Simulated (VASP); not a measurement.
Here is a VASP 6.6.1 calculation.

File INCAR:

```
PREC = Accurate
ENCUT = 520
EDIFF = 1E-7
ISMEAR = 0
SIGMA = 0.05
LREAL = False
LASPH = True
NELM = 60
ALGO = Normal
ISIF = 2
LWAVE = False
LCHARG = False
GGA = PS
NBANDS = 21
```

The input KPOINTS:

```
regular mesh
0
Gamma
  9 9 6
```

Contents of POSCAR:

```
CdH2O2
1.0
    3.5682588542      0.0000000000      0.0000000000
   -1.7841294271      3.0902028150      0.0000000000
    0.0000000000      0.0000000000      4.5733346006
Cd H O
1 2 2
Direct
    0.0000000000      0.0000000000      0.0000000000
    0.6666666667      0.3333333333      0.5509607200
    0.3333333333      0.6666666667      0.4490392800
    0.6666666667      0.3333333333      0.7593720000
    0.3333333333      0.6666666667      0.2406280000
```

Potentials or basis: VASP PAW PBE potentials, release 64 (Cd, H, O).

The run is started by

```bash
$ cat potpaw_PBE.64/Cd/POTCAR potpaw_PBE.64/H/POTCAR potpaw_PBE.64/O/POTCAR > POTCAR
$ mpirun -np 1 vasp_std > vasp.out
```

Q: What does it give for the pressure?

A: 0.1 GPa.

Q: Estimate the largest force.

A: 1.570 eV/Å.

Q: What does it give for the band gap on the k mesh?

A: 1.59 eV (least direct gap 1.97 eV).

Forces on the atoms (eV/Å):
```
Cd   0.000  0.000  0.000
H    0.000  0.000 -1.396
H    0.000  0.000  1.396
O    0.000  0.000  1.570
O    0.000  0.000 -1.570
```

Caveat: the cell differs from its parent crystal (strain +0.015 along x and y, -0.015 along z); the stress differs along the axes, from -3 to 7 GPa; the PAW data sets were made with another functional, which shifts forces and pressure a little. A k mesh can miss the band edges.
